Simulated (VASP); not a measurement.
Set up this calculation in VASP 6.6.1, as the native input.

- Task: single point
- Functional: r2SCAN
- Dispersion: D4
- Potentials or basis: VASP PAW PBE potentials, release 64 (P, B)
- Cutoff: 520 eV
- k mesh: 10 × 10 × 10
- Occupations: fermi-dirac, width 0.05 eV
- Spin: no spin polarisation
- Dipole correction: no
- Further INCAR settings: ALGO = Normal; EDIFF = 1e-07; NBANDS = 11

BP:

```xyz
2
Lattice="0.0000 2.2840 2.2840 2.2840 0.0000 2.2840 2.2840 2.2840 0.0000" Properties=species:S:1:pos:R:3 pbc="T T T"
P     3.4260    3.4260    3.4260
B     0.0000    0.0000    0.0000
```

The input as run:

POSCAR

```
BP
1.0
    0.0000000000      2.2840269280      2.2840269280
    2.2840269280      0.0000000000      2.2840269280
    2.2840269280      2.2840269280      0.0000000000
P B
1 1
Direct
    0.7500000000      0.7500000000      0.7500000000
    0.0000000000      0.0000000000      0.0000000000
```

INCAR.step1

```
PREC = Accurate
ENCUT = 520
ISMEAR = -1
SIGMA = 0.05
LREAL = False
LASPH = True
NELM = 100
NBANDS = 11
GGA = PE
ALGO = Normal
EDIFF = 1E-4
LWAVE = True
LCHARG = False
```

INCAR.step2

```
PREC = Accurate
ENCUT = 520
EDIFF = 1E-7
ISMEAR = -1
SIGMA = 0.05
LREAL = False
LASPH = True
NELM = 100
ALGO = Normal
ISIF = 2
LWAVE = False
LCHARG = True
METAGGA = R2SCAN
LMIXTAU = True
IVDW = 13
VDW_S6 = 1.0
VDW_S8 = 0.6018749
VDW_A1 = 0.51559235
VDW_A2 = 5.77342911
LELF = True
LVHAR = True
NBANDS = 11
ISTART = 1
```

KPOINTS

```
Automatic mesh
0
Gamma
  10 10 10
```

Potentials or basis: VASP PAW PBE potentials, release 64 (P, B).

Command:

```console
$ cat potpaw_PBE.64/P/POTCAR potpaw_PBE.64/B/POTCAR > POTCAR
$ cp INCAR.step1 INCAR
$ mpirun -np 1 vasp_std > vasp.out
$ cp INCAR.step2 INCAR
$ mpirun -np 1 vasp_std > vasp.out
```

Results of the run:

```
Pressure                   : -5.6 GPa
Band gap on the k mesh     : 1.47 eV, indirect (least direct gap 3.61 eV)
Dispersion energy per atom : -0.131 eV
```

Caveat: the PAW data sets were made with another functional, which shifts forces and pressure a little.

Wall time 18 s on 1 thread of Intel(R) Xeon(R) 6975P-C (Granite Rapids), with other jobs on the host, peak memory 0.14 GiB.
